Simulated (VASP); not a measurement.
# BaTiO3 (P1) in VASP: a series of runs

BaTiO3 is run at these levels: RPBE, PBE+U; tasks: single point.

All numbers are computed with VASP 6.6.1; they aren't measurements. Logs are shortened: lines on timing, memory, paths and dates and some standing lists are left out, and cuts for length are marked.

## (1) The cell of the first run

The typed cell holds 5 atoms: a = 3.753 Å, b = 4.526 Å, c = 3.794 Å, α = 93.52°, β = 80.30°, γ = 98.03°.

## (2) Single point, RPBE

INCAR reads:

```
ALGO = Normal
EDIFF = 1E-6
ENCUT = 600
GGA = RP
GGA_COMPAT = False
ISIF = 2
ISMEAR = -1
LASPH = True
LCHARG = True
LELF = True
LREAL = False
LVHAR = True
LWAVE = False
NBANDS = 28
NELM = 120
PREC = Accurate
SIGMA = 0.05
```

KPOINTS reads:

```
k-points
0
Gamma
  7 6 7
```

POSCAR reads:

```
BaTiO3
1.0
    3.7288979900     -0.4219254500      0.0223674800
   -0.2844733300      3.2754742700      3.1100811900
    0.3164270400     -2.7537071700      2.5899183700
Ba Ti O
1 1 3
Direct
    0.0036372600      0.9972694200      0.9985015400
    0.5002452300      0.5116078500      0.5101821300
    0.9983542100      0.4928168200      0.4950359800
    0.4999067000      0.5015397800      0.9945381500
    0.4978566000      0.9929861300      0.4979621900
```

Potentials or basis: VASP PAW PBE potentials, release 64 (Ba_sv, Ti_sv, O).

On the command line:

```bash
> cat potpaw_PBE.64/Ba_sv/POTCAR potpaw_PBE.64/Ti_sv/POTCAR potpaw_PBE.64/O/POTCAR > POTCAR
> mpirun -np 1 vasp_std > vasp.out
```

OUTCAR:

```text
EDIFF = 1E-6
   ENCUT = 600
   GGA = RP
   ISIF = 2
   ISMEAR = -1
   LASPH = True
   LREAL = False
   NELM = 120
   PREC = Accurate

 ion  position               nearest neighbor table
   1  0.004  0.997  0.999-   5 2.42   5 2.44   4 2.73   4 2.74   3 2.84   5 2.87   3 2.89   5 2.90
                             3 3.04   3 3.04   4 3.11   4 3.16   2 3.21   2 3.24   2 3.35   2 3.37
   2  0.500  0.512  0.510-   4 1.84   3 1.87   3 1.88   4 1.95   5 2.18   5 2.34   1 3.21   1 3.24
                             1 3.35   1 3.37   1 3.48   1 3.49
   3  0.998  0.493  0.495-   2 1.87   2 1.88   1 2.84   1 2.89   1 3.04   1 3.04
   4  0.500  0.502  0.995-   2 1.84   2 1.95   1 2.73   1 2.74   1 3.11   1 3.16
   5  0.498  0.993  0.498-   2 2.18   2 2.34   1 2.42   1 2.44   1 2.87   1 2.90

  LATTYP: Found a triclinic cell.
 ALAT       =     3.7935084570
 B/A-ratio  =     1.5088722702
 C/A-ratio  =     0.9892581609
 COS(alpha) =     0.0012336744
 COS(beta)  =     0.1685650728
 COS(gamma) =     0.6141665186

  Lattice vectors:

 A1 = (  -0.3164270400,   2.7537071700,  -2.5899183700)
 A2 = (  -0.0319537100,  -0.5217671000,  -5.6999995600)
 A3 = (  -3.7288979900,   0.4219254500,  -0.0223674800)

Analysis of symmetry for initial positions (statically):
=====================================================================
 Subroutine PRICEL returns:
 Original cell was already a primitive cell.

 Routine SETGRP: Setting up the symmetry group for a
 triclinic supercell.

 Subroutine GETGRP returns: Found  1 space group operations
 (whereof  1 operations were pure point group operations)
 out of a pool of  2 trial point group operations.

The static configuration has the point symmetry C_1 .

Analysis of symmetry for dynamics (positions and initial velocities):
=====================================================================
 Subroutine PRICEL returns:
 Original cell was already a primitive cell.

 Routine SETGRP: Setting up the symmetry group for a
 triclinic supercell.

 Subroutine GETGRP returns: Found  1 space group operations
 (whereof  1 operations were pure point group operations)
 out of a pool of  2 trial point group operations.

The dynamic configuration has the point symmetry C_1 .

 Subroutine INISYM returns: Found  1 space group operations
 (whereof  1 operations are pure point group operations),
 and found     1 'primitive' translations

----------------------------------------------------------------------------------------

                                     Primitive cell

  volume of cell :      62.8365

  direct lattice vectors                    reciprocal lattice vectors
     3.728897990 -0.421925450  0.022367480     0.271298701  0.027386570 -0.004027792
    -0.284473330  3.275474270  3.110081190     0.016410188  0.153580515  0.161288148
     0.316427040 -2.753707170  2.589918370    -0.022049068 -0.184662360  0.192465856

  length of vectors
     3.752759199  4.525733286  3.793508457     0.272707229  0.223316223  0.267636796

  position of ions in fractional coordinates (direct lattice)
     0.003637260  0.997269420  0.998501540
     0.500245230  0.511607850  0.510182130
     0.998354210  0.492816820  0.495035980
     0.499906700  0.501539780  0.994538150
     0.497856600  0.992986130  0.497962190

  ion indices of the primitive-cell ions
   primitive index   ion index
                 1           1
                 2           2
                 3           3
                 4           4
                 5           5

----------------------------------------------------------------------------------------

 KPOINTS: k-points

Automatic generation of k-mesh.
 Grid dimensions read from file:
 generate k-points for:    7    6    7

 Generating k-lattice:

  Cartesian coordinates                     Fractional coordinates (reciprocal lattice)
     0.038756957  0.003912367 -0.000575399     0.142857143  0.000000000  0.000000000
     0.002735031  0.025596752  0.026881358    -0.000000000  0.166666667  0.000000000
    -0.003149867 -0.026380337  0.027495122     0.000000000 -0.000000000  0.142857143

  Length of vectors
     0.038958176  0.037219371  0.038233828

  Shift w.r.t. Gamma in fractional coordinates (k-lattice)
     0.000000000  0.000000000  0.000000000

 Subroutine IBZKPT returns following result:
 ===========================================

 Found    148 irreducible k-points:

 Following reciprocal coordinates:
            Coordinates               Weight
  0.000000  0.000000  0.000000      1.000000
  0.142857 -0.000000  0.000000      2.000000
  0.285714  0.000000  0.000000      2.000000
  0.428571  0.000000 -0.000000      2.000000
 -0.000000  0.166667  0.000000      2.000000
  0.142857  0.166667  0.000000      2.000000
[... 16 lines left out ...]
  0.000000  0.000000  0.142857      2.000000
  0.142857  0.000000  0.142857      2.000000
 [... further k-points ...]
   k-points           NKPTS =    148   k-points in BZ     NKDIM =    148   number of bands    NBANDS=     28
   number of dos      NEDOS =    301   number of ions     NIONS =      5
   total plane-waves  NPLWV =  32400
   dimension x,y,z NGX =    30 NGY =   36 NGZ =   30
   dimension x,y,z NGXF=    60 NGYF=   72 NGZF=   60
   ions per type =               1   1   3
   NGX,Y,Z   is equivalent  to a cutoff of  13.29, 13.22, 13.15 a.u.
   NGXF,Y,Z  is equivalent  to a cutoff of  26.58, 26.45, 26.29 a.u.
 SYSTEM =  unknown system
   PREC   = accura    normal or accurate (medium, high low for compatibility)
   ISTART =      0    job   : 0-new  1-cont  2-samecut
   ICHARG =      2    charge: 1-file 2-atom 10-const
   ISPIN  =      1    spin polarized calculation?
   LNONCOLLINEAR =      F non collinear calculations
   LSORBIT =      F    spin-orbit coupling
   LASPH  =      T    aspherical Exc in radial PAW
   ENCUT  =  600.0 eV  44.10 Ry    6.64 a.u.   7.50  9.04  7.58*2*pi/ulx,y,z
   NELM   =    120;   NELMIN=  2; NELMDL= -5     # of ELM steps
   EDIFF  = 0.1E-05   stopping-criterion for ELM
   LREAL  =      F    real-space projection
   EDIFFG = 0.1E-04   stopping-criterion for IOM
   NSW    =      0    number of steps for IOM
   IBRION =     -1    ionic relax: 0-MD 1-quasi-New 2-CG
   NFREE  =      0    steps in history (QN), initial steepest desc. (CG)
   ISIF   =      2    stress and relaxation
   ISYM   =      2    0-nonsym 1-usesym 2-fastsym
   POTIM  = 0.5000    time-step for ionic-motion
   TEBEG  =    0.0;   TEEND  =   0.0 temperature during run
   PSTRESS=    0.0 pullay stress
   NELECT =      40.0000    total number of electrons
   NUPDOWN=      -1.0000    fix difference up-down
   EMIN   =  10.00;   EMAX   =-10.00  energy-range for DOS
   EFERMI =   0.00;   METHOD = LEGACY
   ISMEAR =    -1;   SIGMA  =   0.05  broadening in eV -4-tet -1-fermi 0-gaus
   EFERMI_NEDOS =   21; number of points for ismear=-14 and -15
   IALGO  =     38    algorithm
   IMIX   =      4    mixing-type and parameters
     AMIX     =   0.40;   BMIX     =  1.00
     AMIX_MAG =   1.60;   BMIX_MAG =  1.00
  volume/ion in A,a.u.               =      12.57        84.81
  Fermi-wavevector in a.u.,A,eV,Ry     =   1.408286  2.661274 26.984012  1.983269
  Thomas-Fermi vector in A             =   2.530459
   LORBIT       =      0    0 simple, 1 ext, 2 COOP (PROOUT), +10 PAW based schemes
   GGA     = RP    functional components
   LHFCALC =     F    Hartree Fock is set to
   AEXX    =    0.0000 exact exchange contribution
   IVDW    =     0    specifies the selected vdW correction
   LEPSILON=     F    determine dielectric tensor
   LRPA    =     F    only Hartree local field effects (RPA)
 non-spin polarized calculation
  energy-cutoff  :      600.00
  volume of cell :       62.84
 maximum number of plane-waves:      2115
 NGX is ok and might be reduce to    30
   NGX = 15   NGY = 19   NGZ = 15

 number of electron      39.9999997 magnetization

 Free energy of the ion-electron system (eV)
  ---------------------------------------------------
  ext. energy  EPLUGINS =         0.00000000
  ---------------------------------------------------
  free energy    TOTEN  =       -35.62587208 eV

  energy without entropy =      -35.62582126  energy(sigma->0) =      -35.62584667

 E-fermi :   5.4002     XC(G=0): -11.1125

 val. band max:        5.0618665489   @ k =   0.4286  -0.3333   0.4286
 cond. band min:       5.6309858903   @ k =   0.0000   0.0000   0.0000
 fundamental gap:      0.5691193415
 Fermi energy:         5.4001571417

 k-point     1 :       0.0000    0.0000    0.0000
  band No.  band energies     occupation
      1     -52.4697      2.00000
      2     -28.7246      2.00000
      3     -28.6760      2.00000
      4     -28.5877      2.00000
      5     -20.6796      2.00000
      6     -13.3115      2.00000
[... 20 lines left out ...]
     27      10.3420      0.00000
     28      11.3020      0.00000

 k-point     2 :       0.1429   -0.0000    0.0000
  band No.  band energies     occupation
      1     -52.4692      2.00000
      2     -28.7327      2.00000
      3     -28.6757      2.00000
      4     -28.6003      2.00000
      5     -20.6382      2.00000
      6     -13.2296      2.00000
[... 20 lines left out ...]
     27      10.7623      0.00000
     28      11.6741      0.00000

 k-point     3 :       0.2857    0.0000    0.0000
  band No.  band energies     occupation
      1     -52.4680      2.00000
      2     -28.7580      2.00000
      3     -28.6750      2.00000
      4     -28.6210      2.00000
      5     -20.5420      2.00000
      6     -13.1424      2.00000
[... 20 lines left out ...]
     27      11.5372      0.00000
     28      12.4989      0.00000

 k-point     4 :       0.4286    0.0000   -0.0000
  band No.  band energies     occupation
      1     -52.4671      2.00000
      2     -28.7845      2.00000
      3     -28.6742      2.00000
      4     -28.6311      2.00000
      5     -20.4617      2.00000
      6     -13.1852      2.00000
[... 578 lines left out ...]
     27      12.2417      0.00000
     28      13.6524      0.00000

 k-point    23 :       0.0000    0.0000    0.1429
  band No.  band energies     occupation
      1     -52.4693      2.00000
      2     -28.7252      2.00000
      3     -28.6897      2.00000
      4     -28.5917      2.00000
      5     -20.6409      2.00000
      6     -13.2332      2.00000
[... 20 lines left out ...]
     27      10.7518      0.00000
     28      11.6829      0.00000

 k-point    24 :       0.1429    0.0000    0.1429
  band No.  band energies     occupation
      1     -52.4688      2.00000
      2     -28.7325      2.00000
      3     -28.6885      2.00000
      4     -28.6053      2.00000
      5     -20.6172      2.00000
      6     -13.1622      2.00000
[... 20 lines left out ...]
     27      11.0880      0.00000
     28      12.1779      0.00000

 [... further k-points ...]

------------------------ aborting loop because EDIFF is reached ----------------------------------------

  FORCE on cell =-STRESS in cart. coord.  units (eV):
  Direction    XX          YY          ZZ          XY          YZ          ZX
  --------------------------------------------------------------------------------------
  -------------------------------------------------------------------------------------
  Total       14.6264109      4.7694706      8.9522045     10.8069045     -6.8293143     -3.1760433
  in kB      372.9377002    121.6098335    228.2593179    275.5496293   -174.1308104    -80.9813345
  external PRESSURE =     240.9356172 kB  Pullay stress =       0.0000000 kB

 VOLUME and BASIS-vectors are now :
 -----------------------------------------------------------------------------
  energy-cutoff  :      600.00
  volume of cell :       62.84
      direct lattice vectors                 reciprocal lattice vectors
     3.728897990 -0.421925450  0.022367480     0.271298701  0.027386570 -0.004027792
    -0.284473330  3.275474270  3.110081190     0.016410188  0.153580515  0.161288148
     0.316427040 -2.753707170  2.589918370    -0.022049068 -0.184662360  0.192465856

 POSITION                                       TOTAL-FORCE (eV/Angst)
 -----------------------------------------------------------------------------------
      0.04582      0.51541      5.68771        -0.058194      0.069600      0.342861
      1.88126      0.05980      2.92366        -0.166052      0.536029      0.266756
      3.73921     -0.17021      2.83713         0.109822      0.004152     -0.190633
      2.03613     -1.30681      4.14678        -0.101363     -0.094234      0.053375
      1.73155      1.67120      4.38908         0.215787     -0.515547     -0.472359
 -----------------------------------------------------------------------------------
    total drift:                               -0.000343      0.000337     -0.000410

  FREE ENERGIE OF THE ION-ELECTRON SYSTEM (eV)
  ---------------------------------------------------
  free  energy   TOTEN  =       -35.6258720774 eV

  energy  without entropy=      -35.6258212599  energy(sigma->0) =      -35.62584667
```

Wall time 3.5 min (1 thread of Intel Xeon Platinum 8488C (Sapphire Rapids), shared host); peak memory 0.41 GiB.

Results:

* Free energy: -35.6259 eV
* Pressure: 24.1 GPa
* Largest force: 0.732 eV/Å
* Band gap on the k mesh: 0.57 eV (least direct gap 0.68 eV)

Forces in eV/Å, atoms in the order of the input:
```
Ba  -0.058  0.070  0.343
Ti  -0.166  0.536  0.267
O    0.110  0.004 -0.191
O   -0.101 -0.094  0.053
O    0.216 -0.516 -0.472
```

Caveat: the stress differs along the axes, from 12 to 37 GPa; semilocal functionals underestimate gaps, and a narrow one can read as zero; the PAW data sets were made with another functional, which shifts forces and pressure a little; spin-orbit coupling is left out, which moves the levels of the heavy elements.

## (3) Single point, PBE+U

INCAR reads:

```
PREC = Accurate ; ENCUT = 520
EDIFF = 1E-6 ; ISMEAR = -1
SIGMA = 0.05 ; LREAL = F
LASPH = T ; NELM = 150
ALGO = Normal ; ISIF = 2
LWAVE = F ; LCHARG = T
LMAXMIX = 4 ; LDAU = T
LDAUTYPE = 2 ; LDAUL = -1 2 -1
LDAUU = 0 2 0 ; LDAUJ = 0 0 0
LDAUPRINT = 1 ; GGA = PE
LELF = T ; LVHAR = T
NBANDS = 28
```

KPOINTS reads:

```
regular mesh
0
Gamma
  7 6 7
```

POSCAR is that of step 2.

Potentials or basis: VASP PAW PBE potentials, release 64 (Ba_sv, Ti_sv, O).

On the command line:

```bash
> cat potpaw_PBE.64/Ba_sv/POTCAR potpaw_PBE.64/Ti_sv/POTCAR potpaw_PBE.64/O/POTCAR > POTCAR
> mpirun -np 1 vasp_std > vasp.out
```

Wall time 1.8 min (1 thread of Intel Xeon 6975P-C (Granite Rapids), shared host); peak memory 0.36 GiB.

It converged, with:

* Free energy: -36.3476 eV
* Pressure: 21.8 GPa
* Largest force: 0.672 eV/Å
* Band gap on the k mesh: 0.69 eV (least direct gap 0.80 eV)

Forces in eV/Å, atoms in the order of the input:
```
Ba  -0.058  0.069  0.356
Ti  -0.190  0.638  0.034
O    0.123  0.007 -0.170
O   -0.088 -0.240  0.207
O    0.213 -0.474 -0.427
```

Stress tensor (GPa, compression positive):
```
 35.42  27.50  -8.03
 27.50   9.70 -18.02
 -8.03 -18.02  20.23
```

Levels at points of the mesh, in eV from the valence-band top:
```
           k point  band 17  band 18  band 19  band 20  band 21  band 22  band 23  band 24
(0.00, 0.00, 0.00)    -1.80    -0.98    -0.68    -0.10     0.69     1.09     1.35     2.35
(0.00, 0.50, 0.00)    -2.21    -2.05    -0.64    -0.47     1.40     1.89     2.11     3.83
```

Eigenvalues of the final occupation matrices:
| site | spin | trace | eigenvalues |
| --- | --- | --- | --- |
| site 2 d | 1 | 0.88 | 0.11 0.12 0.14 0.21 0.30 |
| site 2 d | 2 | 0.88 | 0.11 0.12 0.14 0.21 0.30 |

Caveat: the stress differs along the axes, from 10 to 35 GPa; semilocal functionals underestimate gaps, and a narrow one can read as zero; spin-orbit coupling is left out, which moves the levels of the heavy elements. A k mesh can miss the band edges.

## (4) Single point, PBE+U

INCAR reads:

```
PREC = Accurate ; ENCUT = 520
EDIFF = 1E-7 ; ISMEAR = -1
SIGMA = 0.05 ; LREAL = F
LASPH = T ; NELM = 150
ALGO = Normal ; ISIF = 2
LWAVE = F ; LCHARG = T
LMAXMIX = 4 ; LDAU = T
LDAUTYPE = 2 ; LDAUL = -1 2 -1
LDAUU = 0 3 0 ; LDAUJ = 0 0 0
LDAUPRINT = 1 ; GGA = PE
LELF = T ; LVHAR = T
NBANDS = 28
```

KPOINTS is that of step 3.

POSCAR is that of step 3.

On the command line:

```bash
> cat potpaw_PBE.64/Ba_sv/POTCAR potpaw_PBE.64/Ti_sv/POTCAR potpaw_PBE.64/O/POTCAR > POTCAR
> mpirun -np 1 vasp_std > vasp.out
```

Wall time 1.8 min (1 thread of Intel Xeon 6975P-C (Granite Rapids), shared host); peak memory 0.36 GiB.

Results (log left out):

```
Free energy            : -35.6506 eV
Pressure               : 22.7 GPa
Largest force          : 0.719 eV/Å
Band gap on the k mesh : 0.79 eV (least direct gap 0.88 eV)
```

Forces in eV/Å, atoms in the order of the input:
```
Ba  -0.058  0.068  0.360
Ti  -0.200  0.686 -0.078
O    0.129  0.007 -0.163
O   -0.081 -0.315  0.280
O    0.211 -0.446 -0.399
```

Stress tensor (GPa, compression positive):
```
 36.60  27.50  -8.00
 27.50  10.48 -18.41
 -8.00 -18.41  20.98
```

Levels at points of the mesh, in eV from the valence-band top:
```csv
k point,band 16,band 17,band 18,band 19,band 20,band 21,band 22,band 23,band 24,band 25
"(0.00, 0.00, 0.00)",-2.14,-1.82,-0.98,-0.68,-0.10,0.79,1.18,1.45,2.39,3.63
"(0.00, 0.50, 0.00)",-2.74,-2.23,-2.04,-0.63,-0.47,1.50,2.00,2.22,3.79,4.36
```

Eigenvalues of the final occupation matrices:
```tsv
site	spin	trace	eigenvalues
site 2 d	1	0.86	0.11 0.11 0.14 0.21 0.30
site 2 d	2	0.86	0.11 0.11 0.14 0.21 0.30
```

Caveat: the stress differs along the axes, from 10 to 37 GPa; semilocal functionals underestimate gaps, and a narrow one can read as zero; spin-orbit coupling is left out, which moves the levels of the heavy elements. A k mesh can miss the band edges.

## (5) The runs side by side

```csv
level,U,cutoff (eV),gap on the mesh (eV),pressure (GPa),largest force (eV/Å)
RPBE,-,600,0.57,24.1,0.73
PBE+U,Ti d U = 2.0 eV,520,0.69,21.8,0.67
PBE+U,Ti d U = 3.0 eV,520,0.79,22.7,0.72
```

Alike in all rows: task single point; potentials or basis VASP PAW PBE potentials, release 64 (Ba_sv, Ti_sv, O); no spin polarisation; cell as given; k mesh 7 × 6 × 7; smearing fermi-dirac 0.05 eV.

On the cell as given the gap runs from 0.57 eV (RPBE) to 0.79 eV (PBE+U). The pressure there spans 21.8 GPa (PBE+U) to 24.1 GPa (RPBE); a positive pressure means that this level wants a larger cell, a negative one a smaller.

Caveats: semilocal functionals underestimate gaps, and a narrow one can read as zero; spin-orbit coupling is left out, which moves the levels of the heavy elements; the stress differs along the axes, from 12 to 37 GPa (at least some runs); the PAW data sets were made with another functional, which shifts forces and pressure a little (at least some runs); the stress differs along the axes, from 10 to 35 GPa (at least some runs); the stress differs along the axes, from 10 to 37 GPa (at least some runs).

Absolute energies hang on the potentials; compare differences alone.
